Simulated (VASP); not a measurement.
# Cs (Pm-3m) in VASP: further runs

The runs below take Cs through single point, relaxation of cell and atoms, with LDA.

All numbers are computed with VASP 6.6.1; they aren't measurements. Logs are shortened: lines on timing, memory, paths and dates and some standing lists are left out, and cuts for length are marked.

**1. The cell of the first run**

Symmetry: Pm-3m, No. 221, cubic system. Conventional cell: a = 4.919 Å, b = 4.919 Å, c = 4.919 Å, α = 90.00°, β = 90.00°, γ = 90.00°.

This isn't the form of Cs at room conditions, which is bcc.

**2. Single point, LDA (119.03 Å³/atom)**

INCAR

```
SYSTEM = Cs
ALGO     = Normal         ! electronic algorithm
EDIFF    = 1E-6           ! SCF threshold, eV
ENCUT    = 520            ! plane-wave cutoff, eV
GGA      = CA             ! functional
ISIF     = 2              ! what is computed and relaxed
ISMEAR   = -1             ! smearing method
LASPH    = .TRUE.         ! aspherical terms in the spheres
LCHARG   = .FALSE.        ! write CHGCAR
LREAL    = .FALSE.        ! projectors in reciprocal space
LWAVE    = .FALSE.        ! write WAVECAR
NBANDS   = 10             ! bands
NELM     = 60             ! most SCF steps
PREC     = Accurate       ! precision mode
SIGMA    = 0.1            ! smearing width, eV
```

KPOINTS

```
k-points
0
G
  8 8 8
  0 0 0
```

POSCAR

```
Cs
1.0
    4.9190386097      0.0000000000      0.0000000000
    0.0000000000      4.9190386097      0.0000000000
    0.0000000000      0.0000000000      4.9190386097
Cs
1
Direct
    0.0000000000      0.0000000000      0.0000000000
```

Potentials or basis: VASP PAW LDA potentials, release 64 (Cs_sv).

Command:

```sh
$ cat potpaw_LDA.64/Cs_sv/POTCAR > POTCAR
$ mpirun -np 1 vasp_std > vasp.out
```

OUTCAR:

```text
SYSTEM = Cs
   EDIFF = 1E-6
   ENCUT = 520
   GGA = CA
   ISIF = 2
   ISMEAR = -1
   LASPH = .TRUE.
   LREAL = .FALSE.
   NELM = 60
   PREC = Accurate

 ion  position               nearest neighbor table
   1  0.000  0.000  0.000-

  LATTYP: Found a simple cubic cell.
 ALAT       =     4.9190386097

  Lattice vectors:

 A1 = (   4.9190386097,   0.0000000000,   0.0000000000)
 A2 = (   0.0000000000,   4.9190386097,   0.0000000000)
 A3 = (   0.0000000000,   0.0000000000,   4.9190386097)

Analysis of symmetry for initial positions (statically):
=====================================================================
 Subroutine PRICEL returns:
 Original cell was already a primitive cell.

 Routine SETGRP: Setting up the symmetry group for a
 simple cubic supercell.

 Subroutine GETGRP returns: Found 48 space group operations
 (whereof 48 operations were pure point group operations)
 out of a pool of 48 trial point group operations.

The static configuration has the point symmetry O_h .

Analysis of symmetry for dynamics (positions and initial velocities):
=====================================================================
 Subroutine PRICEL returns:
 Original cell was already a primitive cell.

 Routine SETGRP: Setting up the symmetry group for a
 simple cubic supercell.

 Subroutine GETGRP returns: Found 48 space group operations
 (whereof 48 operations were pure point group operations)
 out of a pool of 48 trial point group operations.

The dynamic configuration has the point symmetry O_h .

 Subroutine INISYM returns: Found 48 space group operations
 (whereof 48 operations are pure point group operations),
 and found     1 'primitive' translations

----------------------------------------------------------------------------------------

                                     Primitive cell

  volume of cell :     119.0257

  direct lattice vectors                    reciprocal lattice vectors
     4.919038610  0.000000000  0.000000000     0.203291757  0.000000000  0.000000000
     0.000000000  4.919038610  0.000000000     0.000000000  0.203291757  0.000000000
     0.000000000  0.000000000  4.919038610     0.000000000  0.000000000  0.203291757

  length of vectors
     4.919038610  4.919038610  4.919038610     0.203291757  0.203291757  0.203291757

  position of ions in fractional coordinates (direct lattice)
     0.000000000  0.000000000  0.000000000

  ion indices of the primitive-cell ions
[... 77 lines left out ...]
   NSW    =      0    number of steps for IOM
   IBRION =     -1    ionic relax: 0-MD 1-quasi-New 2-CG
   NFREE  =      0    steps in history (QN), initial steepest desc. (CG)
   ISIF   =      2    stress and relaxation
   ISYM   =      2    0-nonsym 1-usesym 2-fastsym
   POTIM  = 0.5000    time-step for ionic-motion
   TEBEG  =    0.0;   TEEND  =   0.0 temperature during run
   PSTRESS=    0.0 pullay stress
   NELECT =       9.0000    total number of electrons
   NUPDOWN=      -1.0000    fix difference up-down
   EMIN   =  10.00;   EMAX   =-10.00  energy-range for DOS
   EFERMI =   0.00;   METHOD = LEGACY
   ISMEAR =    -1;   SIGMA  =   0.10  broadening in eV -4-tet -1-fermi 0-gaus
   EFERMI_NEDOS =   21; number of points for ismear=-14 and -15
   IALGO  =     38    algorithm
   IMIX   =      4    mixing-type and parameters
     AMIX     =   0.40;   BMIX     =  1.00
     AMIX_MAG =   1.60;   BMIX_MAG =  1.00
  volume/ion in A,a.u.               =     119.03       803.22
  Fermi-wavevector in a.u.,A,eV,Ry     =   0.692270  1.308200  6.520423  0.479238
  Thomas-Fermi vector in A             =   1.774155
   LORBIT       =      0    0 simple, 1 ext, 2 COOP (PROOUT), +10 PAW based schemes
   GGA     = CA    functional components
   LHFCALC =     F    Hartree Fock is set to
   AEXX    =    0.0000 exact exchange contribution
   IVDW    =     0    specifies the selected vdW correction
   LEPSILON=     F    determine dielectric tensor
   LRPA    =     F    only Hartree local field effects (RPA)
 non-spin polarized calculation
  energy-cutoff  :      520.00
  volume of cell :      119.03
 maximum number of plane-waves:      3228
 NGX is ok and might be reduce to    40
   NGX = 19   NGY = 19   NGZ = 19

 number of electron       8.9999998 magnetization

 Free energy of the ion-electron system (eV)
  ---------------------------------------------------
  ext. energy  EPLUGINS =         0.00000000
  ---------------------------------------------------
  free energy    TOTEN  =        -0.90189723 eV

  energy without entropy =       -0.86554805  energy(sigma->0) =       -0.88372264

 E-fermi :   0.2332     XC(G=0):  -5.4359

 val. band max:        0.1578500170   @ k =   0.3750   0.2500   0.1250
 cond. band min:       0.2814464785   @ k =   0.5000   0.1250   0.1250
 fundamental gap:      0.1235964615
 Fermi energy:         0.2331921728

 k-point     1 :       0.0000    0.0000    0.0000
  band No.  band energies     occupation
      1     -23.7454      2.00000
      2     -10.4579      2.00000
      3     -10.4579      2.00000
      4     -10.4579      2.00000
      5      -1.4221      2.00000
      6       1.4956      0.00001
      7       1.4956      0.00001
      8       4.5451      0.00000
      9       4.5451      0.00000
     10       4.5451      0.00000
[... 287 lines left out ...]
 k-point    24 :       0.5000    0.3750    0.1250
  band No.  band energies     occupation
      1     -23.7285      2.00000
      2     -10.6322      2.00000
      3     -10.6014      2.00000
      4     -10.4540      2.00000
      5       0.6747      0.02389
      6       1.2185      0.00011
      7       2.1365      0.00000
      8       2.3316      0.00000
      9       3.4610      0.00000
     10       3.5608      0.00000

 [... further k-points ...]

------------------------ aborting loop because EDIFF is reached ----------------------------------------

  FORCE on cell =-STRESS in cart. coord.  units (eV):
  Direction    XX          YY          ZZ          XY          YZ          ZX
  --------------------------------------------------------------------------------------
  -------------------------------------------------------------------------------------
  Total       -0.1419819     -0.1419819     -0.1419819      0.0000000      0.0000000      0.0000000
  in kB       -1.9111857     -1.9111857     -1.9111857      0.0000000      0.0000000      0.0000000
  external PRESSURE =      -1.9111857 kB  Pullay stress =       0.0000000 kB

 VOLUME and BASIS-vectors are now :
 -----------------------------------------------------------------------------
  energy-cutoff  :      520.00
  volume of cell :      119.03
      direct lattice vectors                 reciprocal lattice vectors
     4.919038610  0.000000000  0.000000000     0.203291757  0.000000000  0.000000000
     0.000000000  4.919038610  0.000000000     0.000000000  0.203291757  0.000000000
     0.000000000  0.000000000  4.919038610     0.000000000  0.000000000  0.203291757

 POSITION                                       TOTAL-FORCE (eV/Angst)
 -----------------------------------------------------------------------------------
      0.00000      0.00000      0.00000         0.000000      0.000000      0.000000
 -----------------------------------------------------------------------------------
    total drift:                               -0.000000     -0.000000     -0.000000

  FREE ENERGIE OF THE ION-ELECTRON SYSTEM (eV)
  ---------------------------------------------------
  free  energy   TOTEN  =        -0.9018972341 eV

  energy  without entropy=       -0.8655480513  energy(sigma->0) =       -0.88372264
```

OSZICAR:

```text
N       E                     dE             d eps       ncg     rms          rms(c)
DAV:   1     0.527445961916E+02    0.52745E+02   -0.30045E+03   700   0.629E+02
DAV:   2     0.505676723994E+01   -0.47688E+02   -0.46330E+02   906   0.106E+02
DAV:   3    -0.812031639695E+00   -0.58688E+01   -0.58619E+01   812   0.417E+01
DAV:   4    -0.903281657301E+00   -0.91250E-01   -0.91239E-01   866   0.644E+00
DAV:   5    -0.903905715318E+00   -0.62406E-03   -0.62405E-03   964   0.512E-01    0.140E-01
DAV:   6    -0.902523378992E+00    0.13823E-02   -0.17528E-03   886   0.188E-01    0.904E-02
DAV:   7    -0.901885408992E+00    0.63797E-03   -0.32600E-03   810   0.251E-01    0.414E-02
DAV:   8    -0.901892568873E+00   -0.71599E-05   -0.82573E-05   958   0.588E-02    0.641E-03
DAV:   9    -0.901896737262E+00   -0.41684E-05   -0.62966E-06   806   0.107E-02    0.390E-03
DAV:  10    -0.901897234132E+00   -0.49687E-06   -0.16503E-06   736   0.610E-03
   1 F= -.90189723E+00 E0= -.88372264E+00  d E =-.363492E-01
```

stdout:

```text
POSCAR found type information on POSCAR Cs
 POSCAR found :  1 types and       1 ions
 scaLAPACK will be used
 LDA part: xc-table for (Slater(with rela. corr.)+CA(PZ))
 , standard interpolation
 POSCAR, INCAR and KPOINTS ok, starting setup
 FFT: planning ... GRIDC
 FFT: planning ... GRID_SOFT
 FFT: planning ... GRID
 WAVECAR not read
 entering main loop
```

Run time: 11 s. Hardware: 1 thread of AMD EPYC 9R45 (Zen 5), shared host; peak memory 0.17 GiB.

What came out:

* Free energy: -0.9019 eV
* Pressure: -0.2 GPa
* Band gap on the k mesh: zero (an odd number of electrons rules out a gap without spin polarisation)

Caveat: spin-orbit coupling is left out, which moves the levels of the heavy elements.

**3. Single point, LDA**

This run uses another cell than the first one, of 106.27 Å³/atom.

INCAR

```
PREC = Accurate
ENCUT = 520
EDIFF = 1E-7
ISMEAR = -1
SIGMA = 0.1
LREAL = False
LASPH = True
NELM = 100
ALGO = Normal
ISIF = 2
LWAVE = False
LCHARG = False
GGA = CA
NBANDS = 10
```

KPOINTS

```
regular mesh
0
Gamma
  11 11 11
```

POSCAR

```
Cs
1.0
    4.7366819425      0.0000000000      0.0000000000
    0.0000000000      4.7366819425      0.0000000000
    0.0000000000      0.0000000000      4.7366819425
Cs
1
Direct
    0.0000000000      0.0000000000      0.0000000000
```

Potentials or basis: VASP PAW LDA potentials, release 64 (Cs_sv).

Command:

```sh
$ cat potpaw_LDA.64/Cs_sv/POTCAR > POTCAR
$ mpirun -np 1 vasp_std > vasp.out
```

OUTCAR:

```text
PREC = Accurate
   ENCUT = 520
   EDIFF = 1E-7
   ISMEAR = -1
   LREAL = False
   LASPH = True
   NELM = 100
   ISIF = 2
   GGA = CA

 ion  position               nearest neighbor table
   1  0.000  0.000  0.000-

  LATTYP: Found a simple cubic cell.
 ALAT       =     4.7366819425

  Lattice vectors:

 A1 = (   4.7366819425,   0.0000000000,   0.0000000000)
 A2 = (   0.0000000000,   4.7366819425,   0.0000000000)
[... 489 lines left out ...]
      8       3.6557      0.00000
      9       3.7251      0.00000
     10       4.7779      0.00000

 [... further k-points ...]

------------------------ aborting loop because EDIFF is reached ----------------------------------------

  FORCE on cell =-STRESS in cart. coord.  units (eV):
  Direction    XX          YY          ZZ          XY          YZ          ZX
  --------------------------------------------------------------------------------------
  -------------------------------------------------------------------------------------
  Total       -0.0131056     -0.0131056     -0.0131056      0.0000000      0.0000000      0.0000000
  in kB       -0.1975813     -0.1975813     -0.1975813      0.0000000      0.0000000      0.0000000
  external PRESSURE =      -0.1975813 kB  Pullay stress =       0.0000000 kB

 VOLUME and BASIS-vectors are now :
 -----------------------------------------------------------------------------
  energy-cutoff  :      520.00
  volume of cell :      106.27
      direct lattice vectors                 reciprocal lattice vectors
     4.736681942  0.000000000  0.000000000     0.211118249  0.000000000  0.000000000
     0.000000000  4.736681942  0.000000000     0.000000000  0.211118249  0.000000000
     0.000000000  0.000000000  4.736681942     0.000000000  0.000000000  0.211118249

 POSITION                                       TOTAL-FORCE (eV/Angst)
 -----------------------------------------------------------------------------------
      0.00000      0.00000      0.00000         0.000000      0.000000      0.000000
 -----------------------------------------------------------------------------------
    total drift:                                0.000000     -0.000000     -0.000000

  FREE ENERGIE OF THE ION-ELECTRON SYSTEM (eV)
  ---------------------------------------------------
  free  energy   TOTEN  =        -0.9098191303 eV

  energy  without entropy=       -0.8693078815  energy(sigma->0) =       -0.88956351
```

Run time: 14 s. Hardware: 1 thread of AMD EPYC 9R45 (Zen 5), shared host; peak memory 0.17 GiB.

What came out:

```yaml
Free_energy: -0.9098 eV
Pressure: 0.0 GPa
Band_gap_on_the_k_mesh: zero (an odd number of electrons rules out a gap without spin polarisation)
```

Caveat: spin-orbit coupling is left out, which moves the levels of the heavy elements.

**4. Relaxation of cell and atoms, LDA**

This run uses another cell than the first one, of 119.28 Å³/atom.

INCAR

```
SYSTEM = Cs
  ALGO = Normal
  EDIFF = 1E-7
  EDIFFG = -0.01
  ENCUT = 600
  GGA = CA
  IBRION = 2
  ISIF = 3
  ISMEAR = -1
  LASPH = .TRUE.
  LCHARG = .FALSE.
  LREAL = .FALSE.
  LWAVE = .FALSE.
  NELM = 100
  NSW = 80
  PREC = Accurate
  SIGMA = 0.1
```

KPOINTS

```
k-points
0
G
  7 7 7
  0 0 0
```

POSCAR

```
Cs
1.0
    4.9225963477      0.0000000000      0.0000000000
    0.0000000000      4.9225963477      0.0000000000
    0.0000000000      0.0000000000      4.9225963477
Cs
1
Direct
    0.0000000000      0.0000000000      0.0000000000
```

Command:

```sh
$ cat potpaw_LDA.64/Cs_sv/POTCAR > POTCAR
$ mpirun -np 1 vasp_std > vasp.out
```

Wall time 24 s (1 thread of AMD EPYC 9R45 (Zen 5), shared host); peak memory 0.18 GiB.

Results (log left out):

| Property | Result |
| --- | --- |
| Free energy | -0.9096 eV |
| Relaxed volume | 106.02 Å³/atom |
| Relaxed cell | a = 4.733 Å, b = 4.733 Å, c = 4.733 Å, α = 90.00°, β = 90.00°, γ = 90.00° |
| Space group after relaxing (to 0.1 Å) | Pm-3m (No. 221) |
| Energy gained by relaxing | 8.3 meV/atom |
| Ionic steps | 5 |
| Pressure after relaxing | 0.0 GPa |
| Band gap on the k mesh | zero (an odd number of electrons rules out a gap without spin polarisation) |

Step by step:
| step | energy change (eV) | largest force (eV/Å) | pressure (GPa) | volume (Å³) |
| --- | --- | --- | --- | --- |
| 1 | 0.0000 | 0.0000 | -0.18 | 119.28 |
| 2 | -0.0025 | 0.0000 | -0.16 | 116.92 |
| 3 | -0.0075 | 0.0000 | -0.07 | 110.03 |
| 4 | -0.0037 | 0.0000 | 0.17 | 97.07 |
| 5 | -0.0083 | 0.0000 | 0.00 | 106.02 |

Final structure:
```
Cs
1.0
     4.73287    0.00000    0.00000
     0.00000    4.73287    0.00000
     0.00000    0.00000    4.73287
Cs
1
Direct
  0.00000 0.00000 0.00000
```

Levels at points of the mesh, in eV from the Fermi level:
| k point | band 1 | band 2 | band 3 | band 4 | band 5 | band 6 | band 7 | band 8 |
| --- | --- | --- | --- | --- | --- | --- | --- | --- |
| (0.00, 0.00, 0.00) | -23.95 | -10.63 | -10.63 | -10.63 | -1.78 | 1.21 | 1.21 | 4.61 |

Caveat: spin-orbit coupling is left out, which moves the levels of the heavy elements.

**5. Single point, LDA, non-collinear spin, zero start, spin-orbit coupling**

This run uses another cell than the first one, of 106.27 Å³/atom.

INCAR

```
SYSTEM = Cs
  PREC = Accurate
  ENCUT = 520
  EDIFF = 1E-6
  ISMEAR = -1
  SIGMA = 0.1
  LREAL = .False.
  LASPH = .True.
  NELM = 150
  ALGO = Normal
  ISIF = 2
  LWAVE = .False.
  LCHARG = .False.
  MAGMOM = 0 0 0
  LORBIT = 11
  LSORBIT = .True.
  GGA_COMPAT = .False.
  LORBMOM = .True.
  NBANDS = 20
```

KPOINTS

```
Automatic mesh
0
Gamma
  7 7 7
  0 0 0
```

POSCAR

```
Cs
1.0
    4.7366819425      0.0000000000      0.0000000000
    0.0000000000      4.7366819425      0.0000000000
    0.0000000000      0.0000000000      4.7366819425
Cs
1
Direct
    0.0000000000      0.0000000000      0.0000000000
```

Command:

```sh
$ cat potpaw_LDA.64/Cs_sv/POTCAR > POTCAR
$ mpirun -np 1 vasp_ncl > vasp.out
```

Run time: 25 s. Hardware: 1 thread of AMD EPYC 9R45 (Zen 5), shared host; peak memory 0.28 GiB.

It converged, with:

* Free energy: -1.0588 eV
* Pressure: 0.0 GPa
* Net moment: 0.00 μB per cell
* Valence electrons inside the program's atomic spheres: Cs 6.52

Moments on the atoms (μB; x, y, z):
```
Cs  0.00 0.00 0.00
```

**6. Summary**

```csv
task,spin,cell,k mesh,cutoff (eV),gap on the mesh (eV),pressure (GPa)
single point,off,"a = 4.919 Å, 1 atom",8 × 8 × 8,520,none,-0.2
single point,off,"a = 4.737 Å, 1 atom",11 × 11 × 11,520,none,0.0
relaxation of cell and atoms,off,"relaxed from a = 4.923 Å, 1 atom",7 × 7 × 7,600,none,0.0
single point,"non-collinear, zero start, SOC","a = 4.737 Å, 1 atom",7 × 7 × 7,520,-,0.0
```

Alike in all rows: level LDA; potentials or basis VASP PAW LDA potentials, release 64 (Cs_sv); smearing fermi-dirac 0.1 eV.

Caveats: spin-orbit coupling is left out, which moves the levels of the heavy elements (at least some runs).

Absolute energies hang on the potentials; compare differences alone.

The gap in the log of VASP goes by the Fermi energy; the results here count the filled bands.